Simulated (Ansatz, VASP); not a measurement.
TiO2 in VASP and in Ansatz

INCAR

```
PREC = Accurate
ENCUT = 520
EDIFF = 1E-6
ISMEAR = 0
SIGMA = 0.05
LREAL = Auto
LASPH = True
NELM = 80
ALGO = Normal
ISIF = 2
LWAVE = False
LCHARG = False
LDIPOL = True
IDIPOL = 3
DIPOL = 0.5 0.5 0.460
GGA = PE
IVDW = 12
NBANDS = 114
```

File KPOINTS:

```
regular mesh
0
Gamma
  2 3 1
```

Contents of POSCAR:

```
TiO2
1.0
    7.5747420773      0.0000000000      0.0000000000
   -1.8936855193      5.1466543491      0.0000000000
    0.0000000000      0.0000000000     23.8678571424
O Ti
16 8
Direct
    0.1576574046      0.6306296184      0.3351788119
    0.6576574046      0.6306296184      0.3351788119
    0.2995803411      0.1983213645      0.3720660547
    0.7995803411      0.1983213645      0.3720660547
    0.4777260877      0.9109043507      0.3965902711
    0.9777260877      0.9109043507      0.3965902711
    0.1196490242      0.4785960968      0.4334775139
    0.6196490242      0.4785960968      0.4334775139
    0.2215158583      0.9002053031      0.4847734150
    0.7246613820      0.9010086805      0.4840236779
    0.3630194973      0.4482061616      0.5191893470
    0.8643641054      0.4525205178      0.5212691027
    0.5458239348      0.1775470235      0.5575987470
    0.0404260416      0.1693398069      0.5560223152
    0.1966526096      0.7435210564      0.5812728119
    0.6846207530      0.7529278704      0.5819231658
    0.0676917461      0.2707669845      0.3658845415
    0.5676917461      0.2707669845      0.3658845415
    0.2096146827      0.8384587307      0.4027717843
    0.7096146827      0.8384587307      0.4027717843
    0.1363307687      0.5385345991      0.5179326493
    0.6305221593      0.5303682882      0.5203078072
    0.2740224854      0.0701451925      0.5531789932
    0.7636630618      0.0718979614      0.5487961751
```

Input for Ansatz:

```yaml
crystal:
  lattice:
    - [7.5747420773, 0.0, 0.0]
    - [-1.8936855193, 5.1466543491, 0.0]
    - [0.0, 0.0, 23.8678571424]
  atoms:
    - { symbol: O, position: [0.1576574046, 0.6306296184, 0.3351788119] }
    - { symbol: O, position: [0.6576574046, 0.6306296184, 0.3351788119] }
    - { symbol: Ti, position: [0.0676917461, 0.2707669845, 0.3658845415] }
    - { symbol: Ti, position: [0.5676917461, 0.2707669845, 0.3658845415] }
    - { symbol: O, position: [0.2995803411, 0.1983213645, 0.3720660547] }
    - { symbol: O, position: [0.7995803411, 0.1983213645, 0.3720660547] }
    - { symbol: O, position: [0.4777260877, 0.9109043507, 0.3965902711] }
    - { symbol: O, position: [0.9777260877, 0.9109043507, 0.3965902711] }
    - { symbol: Ti, position: [0.2096146827, 0.8384587307, 0.4027717843] }
    - { symbol: Ti, position: [0.7096146827, 0.8384587307, 0.4027717843] }
    - { symbol: O, position: [0.1196490242, 0.4785960968, 0.4334775139] }
    - { symbol: O, position: [0.6196490242, 0.4785960968, 0.4334775139] }
    - { symbol: O, position: [0.2215158583, 0.9002053031, 0.484773415] }
    - { symbol: O, position: [0.724661382, 0.9010086805, 0.4840236779] }
    - { symbol: Ti, position: [0.1363307687, 0.5385345991, 0.5179326493] }
    - { symbol: Ti, position: [0.6305221593, 0.5303682882, 0.5203078072] }
    - { symbol: O, position: [0.3630194973, 0.4482061616, 0.519189347] }
    - { symbol: O, position: [0.8643641054, 0.4525205178, 0.5212691027] }
    - { symbol: O, position: [0.5458239348, 0.1775470235, 0.557598747] }
    - { symbol: O, position: [0.0404260416, 0.1693398069, 0.5560223152] }
    - { symbol: Ti, position: [0.2740224854, 0.0701451925, 0.5531789932] }
    - { symbol: Ti, position: [0.7636630618, 0.0718979614, 0.5487961751] }
    - { symbol: O, position: [0.1966526096, 0.7435210564, 0.5812728119] }
    - { symbol: O, position: [0.684620753, 0.7529278704, 0.5819231658] }
basis:
  ecutwfc: 420
kpoints:
  mp_grid: { grid: [2, 3, 1] }
hamiltonian:
  xc: pbe
  dispersion: d3bj
scf:
  occupations: { method: gaussian, width: 0.05 }
output:
  forces: true
  eigenvalues: true
  write_density: true
  volumetric_format: npy
efield:
  axis: 3
  dipole_correction: true
  ramp_width: 0.04
```

Alike in both runs: task single point; functional PBE; dispersion D3(BJ); k mesh 2 × 3 × 1; occupations gaussian, width 0.05 eV; no spin polarisation.

|  | VASP | Ansatz |
| --- | --- | --- |
| version | VASP 6.6.1 | Ansatz 0.2.0 |
| potentials or method | VASP PAW PBE potentials, release 64 (O, Ti_sv), cutoff 520 eV | scalar-relativistic, plane waves, PAW |
| valence electrons in the cell | 192 | 192 |

|  | VASP | Ansatz | Ansatz less VASP |
| --- | --- | --- | --- |
| gap on the k mesh at the Fermi level (eV) | 2.06 | 2.08 | +0.020 |
| least direct gap on the mesh (eV) | 2.06 | 2.08 | +0.020 |
| rms of the force components (eV/Å) | 1.052 | 1.058 | +0.0053 |

The k mesh is coarse, so the values compare programs but aren't converged.
